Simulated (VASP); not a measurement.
# AlNi3 (Fm-3m) in VASP: single point with PBEsol

Aim: the single point of AlNi3 with PBEsol.

Program: VASP 6.6.1. These are calculated values, not measurements. Logs are shortened: lines on timing, memory, paths and dates and some standing lists are left out, and cuts for length are marked.

## Step 1: The cell of the first run

The structure is cubic, space group Fm-3m (No. 225). Conventional cell: a = 5.604 Å, b = 5.604 Å, c = 5.604 Å, α = 90.00°, β = 90.00°, γ = 90.00°. Within 3.2 Å of Al (site symmetry m-3m) lie 14 Ni at 2.43 to 2.80 Å. Ni (site symmetry -43m) has 4 Al at 2.43 Å and 10 Ni at 2.43 to 2.80 Å within 3.2 Å. Within 3.2 Å of Ni (site symmetry m-3m) lie 8 Ni at 2.43 Å and 6 Al at 2.80 Å.

## Step 2: Single point, PBEsol

INCAR reads:

```
ALGO     = Normal         # electronic algorithm
EDIFF    = 1E-6           # SCF threshold, eV
ENCUT    = 520            # plane-wave cutoff, eV
GGA      = PS             # functional
ISIF     = 2              # what is computed and relaxed
ISMEAR   = 0              # smearing method
LASPH    = True           # aspherical terms in the spheres
LCHARG   = False          # write CHGCAR
LREAL    = False          # projectors in reciprocal space
LWAVE    = False          # write WAVECAR
NBANDS   = 24             # bands
NELM     = 80             # most SCF steps
PREC     = Accurate       # precision mode
SIGMA    = 0.05           # smearing width, eV
```

KPOINTS reads:

```
k-points
0
Gamma
  12 12 12
```

POSCAR reads:

```
AlNi3
1.0
    0.0000000000      2.8018887600      2.8018887600
    2.8018887600      0.0000000000      2.8018887600
    2.8018887600      2.8018887600      0.0000000000
Al Ni
1 3
Direct
    0.5000000000      0.5000000000      0.5000000000
    0.2500000000      0.2500000000      0.2500000000
    0.0000000000      0.0000000000      0.0000000000
    0.7500000000      0.7500000000      0.7500000000
```

Potentials or basis: VASP PAW PBE potentials, release 64 (Al, Ni).

The run is started by

```bash
$ cat potpaw_PBE.64/Al/POTCAR potpaw_PBE.64/Ni/POTCAR > POTCAR
$ mpirun -np 1 vasp_std > vasp.out
```

OUTCAR:

```text
EDIFF = 1E-6
   ENCUT = 520
   GGA = PS
   ISIF = 2
   ISMEAR = 0
   LASPH = True
   LREAL = False
   NELM = 80
   PREC = Accurate

 ion  position               nearest neighbor table
   1  0.500  0.500  0.500-   2 2.43   4 2.43   2 2.43   2 2.43   4 2.43   2 2.43   4 2.43   4 2.43
                             3 2.80   3 2.80   3 2.80   3 2.80   3 2.80   3 2.80
   2  0.250  0.250  0.250-   3 2.43   1 2.43   3 2.43   1 2.43   3 2.43   3 2.43   1 2.43   1 2.43
                             4 2.80   4 2.80   4 2.80   4 2.80   4 2.80   4 2.80
   3  0.000  0.000  0.000-   4 2.43   2 2.43   4 2.43   2 2.43   4 2.43   4 2.43   2 2.43   2 2.43
                             1 2.80   1 2.80   1 2.80   1 2.80   1 2.80   1 2.80
   4  0.750  0.750  0.750-   1 2.43   3 2.43   1 2.43   1 2.43   3 2.43   1 2.43   3 2.43   3 2.43
                             2 2.80   2 2.80   2 2.80   2 2.80   2 2.80   2 2.80

  LATTYP: Found a face centered cubic cell.
 ALAT       =     5.6037775200

  Lattice vectors:

 A1 = (   0.0000000000,   2.8018887600,   2.8018887600)
 A2 = (   2.8018887600,   0.0000000000,   2.8018887600)
 A3 = (   2.8018887600,   2.8018887600,   0.0000000000)

Analysis of symmetry for initial positions (statically):
=====================================================================
 Subroutine PRICEL returns:
 Original cell was already a primitive cell.

 Routine SETGRP: Setting up the symmetry group for a
 face centered cubic supercell.

 Subroutine GETGRP returns: Found 48 space group operations
 (whereof 48 operations were pure point group operations)
 out of a pool of 48 trial point group operations.

The static configuration has the point symmetry O_h .

Analysis of symmetry for dynamics (positions and initial velocities):
=====================================================================
 Subroutine PRICEL returns:
 Original cell was already a primitive cell.

 Routine SETGRP: Setting up the symmetry group for a
 face centered cubic supercell.

 Subroutine GETGRP returns: Found 48 space group operations
 (whereof 48 operations were pure point group operations)
 out of a pool of 48 trial point group operations.

The dynamic configuration has the point symmetry O_h .

 Subroutine INISYM returns: Found 48 space group operations
 (whereof 48 operations are pure point group operations),
 and found     1 'primitive' translations

----------------------------------------------------------------------------------------

                                     Primitive cell

  volume of cell :      43.9929

  direct lattice vectors                    reciprocal lattice vectors
     0.000000000  2.801888760  2.801888760    -0.178451053  0.178451053  0.178451053
     2.801888760  0.000000000  2.801888760     0.178451053 -0.178451053  0.178451053
     2.801888760  2.801888760  0.000000000     0.178451053  0.178451053 -0.178451053

  length of vectors
     3.962469085  3.962469085  3.962469085     0.309086291  0.309086291  0.309086291

  position of ions in fractional coordinates (direct lattice)
     0.500000000  0.500000000  0.500000000
     0.250000000  0.250000000  0.250000000
     0.000000000  0.000000000  0.000000000
     0.750000000  0.750000000  0.750000000

  ion indices of the primitive-cell ions
   primitive index   ion index
                 1           1
                 2           2
                 3           3
                 4           4

----------------------------------------------------------------------------------------

 KPOINTS: k-points

Automatic generation of k-mesh.
 Grid dimensions read from file:
 generate k-points for:   12   12   12

 Generating k-lattice:

  Cartesian coordinates                     Fractional coordinates (reciprocal lattice)
    -0.014870921  0.014870921  0.014870921     0.083333333  0.000000000  0.000000000
     0.014870921 -0.014870921  0.014870921     0.000000000  0.083333333  0.000000000
     0.014870921  0.014870921 -0.014870921     0.000000000  0.000000000  0.083333333

  Length of vectors
     0.025757191  0.025757191  0.025757191

  Shift w.r.t. Gamma in fractional coordinates (k-lattice)
     0.000000000  0.000000000  0.000000000

 Subroutine IBZKPT returns following result:
 ===========================================

 Found     72 irreducible k-points:

 Following reciprocal coordinates:
            Coordinates               Weight
  0.000000  0.000000  0.000000      1.000000
  0.083333  0.000000  0.000000      8.000000
  0.166667  0.000000  0.000000      8.000000
  0.250000  0.000000  0.000000      8.000000
  0.333333  0.000000  0.000000      8.000000
  0.416667  0.000000  0.000000      8.000000
[... 16 lines left out ...]
  0.500000  0.166667  0.000000     24.000000
 -0.416667  0.166667  0.000000     24.000000
 [... further k-points ...]
   k-points           NKPTS =     72   k-points in BZ     NKDIM =     72   number of bands    NBANDS=     24
   number of dos      NEDOS =    301   number of ions     NIONS =      4
   total plane-waves  NPLWV =  27000
   dimension x,y,z NGX =    30 NGY =   30 NGZ =   30
   dimension x,y,z NGXF=    60 NGYF=   60 NGZF=   60
   ions per type =               1   3
   NGX,Y,Z   is equivalent  to a cutoff of  12.59, 12.59, 12.59 a.u.
   NGXF,Y,Z  is equivalent  to a cutoff of  25.17, 25.17, 25.17 a.u.
 SYSTEM =  unknown system
   PREC   = accura    normal or accurate (medium, high low for compatibility)
   ISTART =      0    job   : 0-new  1-cont  2-samecut
   ICHARG =      2    charge: 1-file 2-atom 10-const
   ISPIN  =      1    spin polarized calculation?
   LNONCOLLINEAR =      F non collinear calculations
   LSORBIT =      F    spin-orbit coupling
   LASPH  =      T    aspherical Exc in radial PAW
   ENCUT  =  520.0 eV  38.22 Ry    6.18 a.u.   7.37  7.37  7.37*2*pi/ulx,y,z
   NELM   =     80;   NELMIN=  2; NELMDL= -5     # of ELM steps
   EDIFF  = 0.1E-05   stopping-criterion for ELM
   LREAL  =      F    real-space projection
   EDIFFG = 0.1E-04   stopping-criterion for IOM
   NSW    =      0    number of steps for IOM
   IBRION =     -1    ionic relax: 0-MD 1-quasi-New 2-CG
   NFREE  =      0    steps in history (QN), initial steepest desc. (CG)
   ISIF   =      2    stress and relaxation
   ISYM   =      2    0-nonsym 1-usesym 2-fastsym
   POTIM  = 0.5000    time-step for ionic-motion
   TEBEG  =    0.0;   TEEND  =   0.0 temperature during run
   PSTRESS=    0.0 pullay stress
   NELECT =      33.0000    total number of electrons
   NUPDOWN=      -1.0000    fix difference up-down
   EMIN   =  10.00;   EMAX   =-10.00  energy-range for DOS
   EFERMI =   0.00;   METHOD = LEGACY
   ISMEAR =     0;   SIGMA  =   0.05  broadening in eV -4-tet -1-fermi 0-gaus
   EFERMI_NEDOS =   21; number of points for ismear=-14 and -15
   IALGO  =     38    algorithm
   IMIX   =      4    mixing-type and parameters
     AMIX     =   0.40;   BMIX     =  1.00
     AMIX_MAG =   1.60;   BMIX_MAG =  1.00
  volume/ion in A,a.u.               =      11.00        74.22
  Fermi-wavevector in a.u.,A,eV,Ry     =   1.487483  2.810935 30.104316  2.212605
  Thomas-Fermi vector in A             =   2.600638
   LORBIT       =      0    0 simple, 1 ext, 2 COOP (PROOUT), +10 PAW based schemes
   GGA     = PS    functional components
   LHFCALC =     F    Hartree Fock is set to
   AEXX    =    0.0000 exact exchange contribution
   IVDW    =     0    specifies the selected vdW correction
   LEPSILON=     F    determine dielectric tensor
   LRPA    =     F    only Hartree local field effects (RPA)
 non-spin polarized calculation
 Gauss-broadening in eV      SIGMA  =   0.05
  energy-cutoff  :      520.00
  volume of cell :       43.99
 maximum number of plane-waves:      1243
 NGX is ok and might be reduce to    30
   NGX = 15   NGY = 15   NGZ = 15

 number of electron      33.0000016 magnetization

 Free energy of the ion-electron system (eV)
  ---------------------------------------------------
  ext. energy  EPLUGINS =         0.00000000
  ---------------------------------------------------
  free energy    TOTEN  =       -24.07262003 eV

  energy without entropy =      -24.07007412  energy(sigma->0) =      -24.07134708

 E-fermi :   9.8134     XC(G=0): -12.9629

 val. band max:        9.8028415834   @ k =   0.5000   0.1667   0.0833
 cond. band min:       9.8165692900   @ k =  -0.4167   0.4167   0.0000
 fundamental gap:      0.0137277065
 Fermi energy:         9.8133642923

 k-point     1 :       0.0000    0.0000    0.0000
  band No.  band energies     occupation
      1      -0.4039      2.00000
      2       6.1960      2.00000
      3       6.1960      2.00000
      4       6.3206      2.00000
      5       6.3206      2.00000
      6       6.3206      2.00000
[... 16 lines left out ...]
     23      16.9842      0.00000
     24      18.5015      0.00000

 k-point     2 :       0.0833    0.0000    0.0000
  band No.  band energies     occupation
      1      -0.3004      2.00000
      2       6.1517      2.00000
      3       6.1517      2.00000
      4       6.2642      2.00000
      5       6.4205      2.00000
      6       6.4205      2.00000
[... 16 lines left out ...]
     23      17.4493      0.00000
     24      18.2537      0.00000

 k-point     3 :       0.1667    0.0000    0.0000
  band No.  band energies     occupation
      1       0.0073      2.00000
      2       6.0888      2.00000
      3       6.1266      2.00000
      4       6.1266      2.00000
      5       6.6021      2.00000
      6       6.6021      2.00000
[... 16 lines left out ...]
     23      17.8666      0.00000
     24      18.1814      0.00000
[... 514 lines left out ...]
 k-point    23 :       0.5000    0.1667    0.0000
  band No.  band energies     occupation
      1       2.5945      2.00000
      2       3.9965      2.00000
      3       5.8997      2.00000
      4       6.5030      2.00000
      5       6.6714      2.00000
      6       7.0526      2.00000
[... 16 lines left out ...]
     23      19.0996      0.00000
     24      19.8563      0.00000

 k-point    24 :      -0.4167    0.1667    0.0000
  band No.  band energies     occupation
      1       2.8360      2.00000
      2       3.7635      2.00000
      3       5.9194      2.00000
      4       6.4153      2.00000
      5       6.6616      2.00000
      6       7.0781      2.00000
[... 16 lines left out ...]
     23      19.8712      0.00000
     24      20.5159      0.00000

 [... further k-points ...]
[... 5 lines left out ...]
  --------------------------------------------------------------------------------------
  -------------------------------------------------------------------------------------
  Total       -0.1778973     -0.1778973     -0.1778973     -0.0000000     -0.0000000      0.0000000
  in kB       -6.4788407     -6.4788407     -6.4788407     -0.0000000     -0.0000000      0.0000000
  external PRESSURE =      -6.4788407 kB  Pullay stress =       0.0000000 kB

 VOLUME and BASIS-vectors are now :
 -----------------------------------------------------------------------------
  energy-cutoff  :      520.00
  volume of cell :       43.99
      direct lattice vectors                 reciprocal lattice vectors
     0.000000000  2.801888760  2.801888760    -0.178451053  0.178451053  0.178451053
     2.801888760  0.000000000  2.801888760     0.178451053 -0.178451053  0.178451053
     2.801888760  2.801888760  0.000000000     0.178451053  0.178451053 -0.178451053

 POSITION                                       TOTAL-FORCE (eV/Angst)
 -----------------------------------------------------------------------------------
      2.80189      2.80189      2.80189         0.000000      0.000000     -0.000000
      1.40094      1.40094      1.40094        -0.000000      0.000000     -0.000000
      0.00000      0.00000      0.00000         0.000000      0.000000     -0.000000
      4.20283      4.20283      4.20283         0.000000     -0.000000      0.000000
 -----------------------------------------------------------------------------------
    total drift:                                0.000000     -0.000000      0.000000

  FREE ENERGIE OF THE ION-ELECTRON SYSTEM (eV)
  ---------------------------------------------------
  free  energy   TOTEN  =       -24.0726200337 eV

  energy  without entropy=      -24.0700741174  energy(sigma->0) =      -24.07134708
```

Run time: 3.1 min. Hardware: 1 thread of AMD EPYC 7R13, shared host; peak memory 0.18 GiB.

Results:

* Free energy: -24.0726 eV
* Pressure: -0.6 GPa

Levels at points of the mesh, in eV from the Fermi level:
```
           k point  band 12  band 13  band 14  band 15  band 16  band 17  band 18  band 19  band 20  band 21
(0.00, 0.00, 0.00)    -0.92    -0.57    -0.57    -0.52    -0.52     5.44     5.44     5.44     5.92     5.92
(0.50, 0.00, 0.00)    -1.74    -0.65    -0.65    -0.48    -0.48    -0.15     4.32     4.32     4.80     4.80
(0.50, 0.50, 0.00)    -1.20    -1.06    -0.76    -0.60    -0.37    -0.36    -0.36    -0.05     4.25     4.68
```

Caveat: the PAW data sets were made with another functional, which shifts forces and pressure a little.
